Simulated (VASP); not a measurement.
# HgTe (Coloradoite) (F-43m) in VASP: notebook

HgTe (Coloradoite) is run at these levels: r2SCAN-based global hybrid, PBE; tasks: single point.

Program: VASP 6.6.1. These are calculated values, not measurements. Logs are shortened: lines on timing, memory, paths and dates and some standing lists are left out, and cuts for length are marked.

## (1) The cell of the first run

The structure is cubic, space group F-43m (No. 216). The conventional cell has a = 6.429 Å, b = 6.429 Å, c = 6.429 Å, α = 90.00°, β = 90.00°, γ = 90.00°. Hg (site symmetry -43m) has 4 Te at 2.78 Å within 3.7 Å. Te (site symmetry -43m) has 4 Hg at 2.78 Å within 3.7 Å.

## (2) Single point, r2SCAN-based global hybrid

POSCAR reads:

```
HgTe
1.0
    0.0000000000      3.2145000000      3.2145000000
    3.2145000000      0.0000000000      3.2145000000
    3.2145000000      3.2145000000      0.0000000000
Hg Te
1 1
Direct
    0.0000000000      0.0000000000      0.0000000000
    0.7500000000      0.7500000000      0.7500000000
```

INCAR.step1 reads:

```
SYSTEM = HgTe
PREC = Accurate ; ENCUT = 520
EDIFF = 1E-5 ; ISMEAR = -1
SIGMA = 0.05 ; LREAL = .FALSE.
LASPH = .TRUE. ; NELM = 100
ALGO = Normal ; ISIF = 2
LWAVE = .TRUE. ; LCHARG = .FALSE.
GGA = PE ; NBANDS = 16
```

INCAR.step2 reads:

```
SYSTEM = HgTe
PREC = Accurate ; ENCUT = 520
EDIFF = 1E-6 ; ISMEAR = -1
SIGMA = 0.05 ; LREAL = .FALSE.
LASPH = .TRUE. ; NELM = 100
ALGO = Normal ; ISIF = 2
LWAVE = .FALSE. ; LCHARG = .FALSE.
METAGGA = R2SCAN ; LHFCALC = .TRUE.
AEXX = 0.5 ; LMIXTAU = .TRUE.
PRECFOCK = Normal ; ISTART = 1
NBANDS = 16
```

KPOINTS reads:

```
regular mesh
0
G
  4 4 4
  0 0 0
```

Potentials or basis: VASP PAW PBE potentials, release 64 (Hg, Te).

Command:

```console
$ cat potpaw_PBE.64/Hg/POTCAR potpaw_PBE.64/Te/POTCAR > POTCAR
$ cp INCAR.step1 INCAR
$ mpirun -np 1 vasp_std > vasp.out
$ cp INCAR.step2 INCAR
$ mpirun -np 1 vasp_std > vasp.out
```

OUTCAR:

```text
SYSTEM = HgTe
   PREC = Accurate
   ENCUT = 520
   EDIFF = 1E-6
   ISMEAR = -1
   LREAL = .FALSE.
   LASPH = .TRUE.
   NELM = 100
   ISIF = 2
   METAGGA = R2SCAN
   LHFCALC = .TRUE.
   AEXX = 0.5
   PRECFOCK = Normal
   ISTART = 1

 ion  position               nearest neighbor table
   1  0.000  0.000  0.000-   2 2.78   2 2.78   2 2.78   2 2.78
   2  0.750  0.750  0.750-   1 2.78   1 2.78   1 2.78   1 2.78

  LATTYP: Found a face centered cubic cell.
 ALAT       =     6.4290000000

  Lattice vectors:

 A1 = (   0.0000000000,   3.2145000000,   3.2145000000)
 A2 = (   3.2145000000,   0.0000000000,   3.2145000000)
 A3 = (   3.2145000000,   3.2145000000,   0.0000000000)

Analysis of symmetry for initial positions (statically):
=====================================================================
 Subroutine PRICEL returns:
 Original cell was already a primitive cell.

 Routine SETGRP: Setting up the symmetry group for a
 face centered cubic supercell.

 Subroutine GETGRP returns: Found 24 space group operations
 (whereof 24 operations were pure point group operations)
 out of a pool of 48 trial point group operations.

The static configuration has the point symmetry T_d .

Analysis of symmetry for dynamics (positions and initial velocities):
=====================================================================
 Subroutine PRICEL returns:
 Original cell was already a primitive cell.

 Routine SETGRP: Setting up the symmetry group for a
 face centered cubic supercell.

 Subroutine GETGRP returns: Found 24 space group operations
 (whereof 24 operations were pure point group operations)
 out of a pool of 48 trial point group operations.

The dynamic configuration has the point symmetry T_d .

 Subroutine INISYM returns: Found 24 space group operations
 (whereof 24 operations are pure point group operations),
 and found     1 'primitive' translations

----------------------------------------------------------------------------------------

                                     Primitive cell

  volume of cell :      66.4309

  direct lattice vectors                    reciprocal lattice vectors
     0.000000000  3.214500000  3.214500000    -0.155545186  0.155545186  0.155545186
     3.214500000  0.000000000  3.214500000     0.155545186 -0.155545186  0.155545186
     3.214500000  3.214500000  0.000000000     0.155545186  0.155545186 -0.155545186

  length of vectors
     4.545989496  4.545989496  4.545989496     0.269412165  0.269412165  0.269412165

  position of ions in fractional coordinates (direct lattice)
     0.000000000  0.000000000  0.000000000
     0.750000000  0.750000000  0.750000000

  ion indices of the primitive-cell ions
   primitive index   ion index
                 1           1
                 2           2

----------------------------------------------------------------------------------------

 KPOINTS: regular mesh

Automatic generation of k-mesh.
 Grid dimensions read from file:
 generate k-points for:    4    4    4

 Generating k-lattice:

  Cartesian coordinates                     Fractional coordinates (reciprocal lattice)
    -0.038886296  0.038886296  0.038886296     0.250000000  0.000000000  0.000000000
     0.038886296 -0.038886296  0.038886296     0.000000000  0.250000000  0.000000000
     0.038886296  0.038886296 -0.038886296     0.000000000  0.000000000  0.250000000

  Length of vectors
     0.067353041  0.067353041  0.067353041

  Shift w.r.t. Gamma in fractional coordinates (k-lattice)
     0.000000000  0.000000000  0.000000000

 Subroutine IBZKPT returns following result:
 ===========================================

 Found      8 irreducible k-points:

 Following reciprocal coordinates:
            Coordinates               Weight
  0.000000  0.000000  0.000000      1.000000
  0.250000  0.000000  0.000000      8.000000
  0.500000  0.000000  0.000000      4.000000
  0.250000  0.250000  0.000000      6.000000
  0.500000  0.250000  0.000000     24.000000
 -0.250000  0.250000  0.000000     12.000000
  0.500000  0.500000  0.000000      3.000000
 -0.250000  0.500000  0.250000      6.000000
   k-points           NKPTS =      8   k-points in BZ     NKDIM =     64   number of bands    NBANDS=     16
   number of dos      NEDOS =    301   number of ions     NIONS =      2
   total plane-waves  NPLWV =  46656
   dimension x,y,z NGX =    36 NGY =   36 NGZ =   36
   dimension x,y,z NGXF=    72 NGYF=   72 NGZF=   72
   ions per type =               1   1
   NGX,Y,Z   is equivalent  to a cutoff of  13.17, 13.17, 13.17 a.u.
   NGXF,Y,Z  is equivalent  to a cutoff of  26.33, 26.33, 26.33 a.u.
 SYSTEM =  HgTe
   PREC   = accura    normal or accurate (medium, high low for compatibility)
   ISTART =      1    job   : 0-new  1-cont  2-samecut
   ICHARG =      0    charge: 1-file 2-atom 10-const
   ISPIN  =      1    spin polarized calculation?
   LNONCOLLINEAR =      F non collinear calculations
   LSORBIT =      F    spin-orbit coupling
   LASPH  =      T    aspherical Exc in radial PAW
   ENCUT  =  520.0 eV  38.22 Ry    6.18 a.u.   8.45  8.45  8.45*2*pi/ulx,y,z
   NELM   =    100;   NELMIN=  2; NELMDL=  0     # of ELM steps
   EDIFF  = 0.1E-05   stopping-criterion for ELM
   LREAL  =      F    real-space projection
   EDIFFG = 0.1E-04   stopping-criterion for IOM
   NSW    =      0    number of steps for IOM
   IBRION =     -1    ionic relax: 0-MD 1-quasi-New 2-CG
   NFREE  =      0    steps in history (QN), initial steepest desc. (CG)
   ISIF   =      2    stress and relaxation
   ISYM   =      3    0-nonsym 1-usesym 2-fastsym
   POTIM  = 0.5000    time-step for ionic-motion
   TEBEG  =    0.0;   TEEND  =   0.0 temperature during run
   PSTRESS=    0.0 pullay stress
   NELECT =      18.0000    total number of electrons
   NUPDOWN=      -1.0000    fix difference up-down
   EMIN   =  10.00;   EMAX   =-10.00  energy-range for DOS
   EFERMI =   0.00;   METHOD = LEGACY
   ISMEAR =    -1;   SIGMA  =   0.05  broadening in eV -4-tet -1-fermi 0-gaus
   EFERMI_NEDOS =   21; number of points for ismear=-14 and -15
   IALGO  =     38    algorithm
   IMIX   =      1    mixing-type and parameters
     AMIX     =   0.40;   BMIX     =  1.00
     AMIX_MAG =   1.60;   BMIX_MAG =  1.00
  volume/ion in A,a.u.               =      33.22       224.15
  Fermi-wavevector in a.u.,A,eV,Ry     =   1.059357  2.001894 15.268958  1.122237
  Thomas-Fermi vector in A             =   2.194699
   LORBIT       =      0    0 simple, 1 ext, 2 COOP (PROOUT), +10 PAW based schemes
   METAGGA = R2SCAN    functional components
   LHFCALC =     T    Hartree Fock is set to
   PRECFOCK=normal    Normal, Fast or Accurate (Low or Medium for compatibility)
   ENCUT4O =  -1.0   cutoff for four orbital integrals eV
   NKREDX  =     1    reduce k-point grid by
   NKREDY  =     1    reduce k-point grid by
   NKREDZ  =     1    reduce k-point grid by
   AEXX    =    0.5000 exact exchange contribution
   HFSCREEN=    0.0000 screening length (either q_TF or 0.3 A-1)
   HFSCREENC=   0.0000 screening length for correlation (either q_TF or 0.3 A-1)
   ENCUTFOCK=  -1.0 apply spherical cutoff to Coloumb kernel
   IVDW    =     0    specifies the selected vdW correction
   LEPSILON=     F    determine dielectric tensor
   LRPA    =     F    only Hartree local field effects (RPA)
 non-spin polarized calculation
  energy-cutoff  :      520.00
  volume of cell :       66.43
 maximum number of plane-waves:      1812
 NGX is ok and might be reduce to    36
  NGX = 28; NGY = 28; NGZ = 28

 number of electron      18.0000000 magnetization

 Free energy of the ion-electron system (eV)
  ---------------------------------------------------
  ext. energy  EPLUGINS =         0.00000000
  ---------------------------------------------------
  free energy    TOTEN  =       -43.97300164 eV

  energy without entropy =      -43.97300164  energy(sigma->0) =      -43.97300164

 E-fermi :   2.5895     XC(G=0):  -5.3134

 val. band max:        1.5017884777   @ k =   0.0000   0.0000   0.0000
 cond. band min:       3.6514704992   @ k =   0.0000   0.0000   0.0000
 fundamental gap:      2.1496820214
 Fermi energy:         2.5895204923

 k-point     1 :       0.0000    0.0000    0.0000
  band No.  band energies     occupation
      1     -12.9071      2.00000
      2      -8.3456      2.00000
      3      -8.3456      2.00000
      4      -8.3456      2.00000
      5      -7.7609      2.00000
      6      -7.7609      2.00000
[... 8 lines left out ...]
     15      14.7161      0.00000
     16      14.7161      0.00000

 k-point     2 :       0.2500    0.0000    0.0000
  band No.  band energies     occupation
      1     -12.5661      2.00000
      2      -8.2687      2.00000
      3      -8.2687      2.00000
      4      -8.0984      2.00000
      5      -7.7633      2.00000
      6      -7.7633      2.00000
[... 8 lines left out ...]
     15      13.4460      0.00000
     16      13.4460      0.00000

 k-point     3 :       0.5000    0.0000    0.0000
  band No.  band energies     occupation
      1     -12.2015      2.00000
      2      -8.2071      2.00000
      3      -8.2071      2.00000
      4      -7.7435      2.00000
      5      -7.7435      2.00000
      6      -7.3140      2.00000
[... 8 lines left out ...]
     15      15.3706      0.00000
     16      15.3706      0.00000

 k-point     4 :       0.2500    0.2500    0.0000
  band No.  band energies     occupation
      1     -12.4505      2.00000
      2      -8.1784      2.00000
      3      -8.1776      2.00000
      4      -8.1776      2.00000
      5      -7.7745      2.00000
      6      -7.7310      2.00000
[... 8 lines left out ...]
     15      15.0787      0.00000
     16      15.3682      0.00000

 k-point     5 :       0.5000    0.2500    0.0000
  band No.  band energies     occupation
      1     -12.0862      2.00000
      2      -8.1453      2.00000
      3      -8.0912      2.00000
      4      -7.8753      2.00000
      5      -7.7304      2.00000
      6      -7.2879      2.00000
[... 8 lines left out ...]
     15      15.6507      0.00000
     16      15.7854      0.00000

 k-point     6 :      -0.2500    0.2500    0.0000
  band No.  band energies     occupation
      1     -12.2080      2.00000
      2      -8.1727      2.00000
      3      -8.1669      2.00000
      4      -7.8071      2.00000
      5      -7.7817      2.00000
      6      -7.5464      2.00000
[... 8 lines left out ...]
     15      14.6517      0.00000
     16      15.7724      0.00000

 k-point     7 :       0.5000    0.5000    0.0000
  band No.  band energies     occupation
      1     -11.9628      2.00000
      2      -8.0657      2.00000
      3      -7.9776      2.00000
      4      -7.9776      2.00000
      5      -7.7002      2.00000
      6      -7.1090      2.00000
[... 8 lines left out ...]
     15      15.6169      0.00000
     16      16.7798      0.00000

 k-point     8 :      -0.2500    0.5000    0.2500
  band No.  band energies     occupation
      1     -11.9666      2.00000
      2      -8.0802      2.00000
      3      -8.0583      2.00000
      4      -7.8241      2.00000
      5      -7.7848      2.00000
      6      -6.9299      2.00000
[... 8 lines left out ...]
     15      16.5099      0.00000
     16      16.5190      0.00000

------------------------ aborting loop because EDIFF is reached ----------------------------------------

  FORCE on cell =-STRESS in cart. coord.  units (eV):
  Direction    XX          YY          ZZ          XY          YZ          ZX
  --------------------------------------------------------------------------------------
  -------------------------------------------------------------------------------------
  Total        0.3466246      0.3466246      0.3466246      0.0000000      0.0000000      0.0000000
  in kB        8.3598739      8.3598739      8.3598739      0.0000000      0.0000000      0.0000000
  external PRESSURE =       8.3598739 kB  Pullay stress =       0.0000000 kB

 VOLUME and BASIS-vectors are now :
 -----------------------------------------------------------------------------
  energy-cutoff  :      520.00
  volume of cell :       66.43
      direct lattice vectors                 reciprocal lattice vectors
     0.000000000  3.214500000  3.214500000    -0.155545186  0.155545186  0.155545186
     3.214500000  0.000000000  3.214500000     0.155545186 -0.155545186  0.155545186
     3.214500000  3.214500000  0.000000000     0.155545186  0.155545186 -0.155545186

 POSITION                                       TOTAL-FORCE (eV/Angst)
 -----------------------------------------------------------------------------------
      0.00000      0.00000      0.00000        -0.000000     -0.000000     -0.000000
      4.82175      4.82175      4.82175         0.000000      0.000000      0.000000
 -----------------------------------------------------------------------------------
    total drift:                                0.000028      0.000023      0.000020

  FREE ENERGIE OF THE ION-ELECTRON SYSTEM (eV)
  ---------------------------------------------------
  free  energy   TOTEN  =       -43.9730016385 eV

  energy  without entropy=      -43.9730016384  energy(sigma->0) =      -43.97300164
```

Wall time 23 min (1 thread of AMD EPYC 7R13, shared host); peak memory 0.2 GiB.

What came out:

| Quantity | Value |
| --- | --- |
| Free energy | -43.9730 eV |
| Pressure | 0.8 GPa |
| Band gap on the k mesh | 2.15 eV, direct |

Caveat: the k points lie up to 0.42 Å⁻¹ apart; the PAW data sets were made with another functional, which shifts forces and pressure a little; spin-orbit coupling is left out, which moves the levels of the heavy elements.

## (3) Single point, PBE

INCAR reads:

```
SYSTEM = HgTe
  PREC = Accurate
  ENCUT = 520
  EDIFF = 1E-7
  ISMEAR = 0
  SIGMA = 0.015
  LREAL = .False.
  LASPH = .True.
  NELM = 60
  ALGO = Normal
  ISIF = 2
  LWAVE = .False.
  LCHARG = .False.
  GGA = PE
  NBANDS = 16
```

KPOINTS reads:

```
Automatic mesh
0
Gamma
  7 7 7
  0 0 0
```

POSCAR is that of step 2.

Potentials or basis: VASP PAW PBE potentials, release 64 (Hg, Te).

Command:

```console
$ cat potpaw_PBE.64/Hg/POTCAR potpaw_PBE.64/Te/POTCAR > POTCAR
$ mpirun -np 1 vasp_std > vasp.out
```

Run time: 52 s. Hardware: 1 thread of AMD EPYC 7R13, shared host; peak memory 0.18 GiB.

Results (log left out):

| Item | Value |
| --- | --- |
| Free energy | -3.5513 eV |
| Pressure | 4.6 GPa |
| Band gap on the k mesh | zero (filled and empty bands touch) |

Levels at points of the mesh, in eV from the Fermi level:
```csv
k point,band 5,band 6,band 7,band 8,band 9,band 10,band 11,band 12,band 13,band 14
"(0.00, 0.00, 0.00)",-6.91,-6.91,-0.69,0.00,0.00,0.00,4.19,4.19,4.19,6.47
```

Caveat: spin-orbit coupling is left out, which moves the levels of the heavy elements.

## (4) Single point, PBE

Edit INCAR of step 3 so:

```diff
@@ -5,6 +5,6 @@
   ISMEAR = 0
-  SIGMA = 0.015
+  SIGMA = 0.016
   LREAL = .False.
   LASPH = .True.
-  NELM = 60
+  NELM = 100
   ALGO = Normal
```

KPOINTS is that of step 3.

POSCAR is that of step 3.

Command:

```console
$ cat potpaw_PBE.64/Hg/POTCAR potpaw_PBE.64/Te/POTCAR > POTCAR
$ mpirun -np 1 vasp_std > vasp.out
```

Wall time 55 s (1 thread of AMD EPYC 7R13, shared host); peak memory 0.18 GiB.

It converged, with:

```yaml
Free_energy: -3.5513 eV
Pressure: 4.6 GPa
Band_gap_on_the_k_mesh: zero (filled and empty bands touch)
```

Levels at points of the mesh, in eV from the Fermi level:
```
           k point  band 6  band 7  band 8  band 9  band 10  band 11  band 12  band 13
(0.00, 0.00, 0.00)   -6.91   -0.69    0.00    0.00     0.00     4.19     4.19     4.19
```

Caveat: spin-orbit coupling is left out, which moves the levels of the heavy elements.

(Continued in part 2 of 2.)
